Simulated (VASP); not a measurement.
Write the native input for VASP 6.6.1 that does the following.

```
Task                   : single point
Functional             : r2SCAN
Potentials or basis    : VASP PAW PBE potentials, release 64 (Zn, S)
Cutoff                 : 520 eV
k mesh                 : 8 × 8 × 8
Occupations            : gaussian, width 0.05 eV
Spin                   : no spin polarisation
Dipole correction      : no
Further INCAR settings : ALGO = Normal; EDIFF = 1e-06; NBANDS = 16
```

ZnS:

```xyz
2
Lattice="0.0000 2.6945 2.7956 2.6945 0.0000 2.7956 2.6945 2.6945 0.0000" Properties=species:S:1:pos:R:3 pbc="T T T"
Zn    0.0000    0.0000    0.0000
S     4.0418    4.0418    4.1933
```

This cell differs from its parent crystal: strain +0.0375 x Voigt [0, 0, 1, 0, 0, 0].

One way to write it, as run:

POSCAR

```
ZnS
1.0
    0.0000000000      2.6945131942      2.7955574390
    2.6945131942      0.0000000000      2.7955574390
    2.6945131942      2.6945131942      0.0000000000
Zn S
1 1
Direct
    0.0000000000      0.0000000000      0.0000000000
    0.7500000000      0.7500000000      0.7500000000
```

INCAR.step1

```
SYSTEM = ZnS
PREC = Accurate
ENCUT = 520
ISMEAR = 0
SIGMA = 0.05
LREAL = .FALSE.
LASPH = .TRUE.
NELM = 100
NBANDS = 16
GGA = PE
ALGO = Normal
EDIFF = 1E-4
LWAVE = .TRUE.
LCHARG = .FALSE.
```

INCAR.step2

```
SYSTEM = ZnS
PREC = Accurate
ENCUT = 520
EDIFF = 1E-6
ISMEAR = 0
SIGMA = 0.05
LREAL = .FALSE.
LASPH = .TRUE.
NELM = 100
ALGO = Normal
ISIF = 2
LWAVE = .FALSE.
LCHARG = .FALSE.
METAGGA = R2SCAN
LMIXTAU = .TRUE.
NBANDS = 16
ISTART = 1
```

KPOINTS

```
regular mesh
0
G
  8 8 8
  0 0 0
```

Potentials or basis: VASP PAW PBE potentials, release 64 (Zn, S).

Launch:

```sh
$ cat potpaw_PBE.64/Zn/POTCAR potpaw_PBE.64/S/POTCAR > POTCAR
$ cp INCAR.step1 INCAR
$ mpirun -np 1 vasp_std > vasp.out
$ cp INCAR.step2 INCAR
$ mpirun -np 1 vasp_std > vasp.out
```

Results of the run:

The pressure is -2.7 GPa and the band gap on the k mesh is 2.49 eV, direct.

Caveat: the cell differs from its parent crystal (strain +0.0375 x Voigt [0, 0, 1, 0, 0, 0]); the PAW data sets were made with another functional, which shifts forces and pressure a little.

It took 66 s on 1 thread of Intel(R) Xeon(R) 6975P-C (Granite Rapids), with other jobs on the host, peak memory 0.18 GiB.
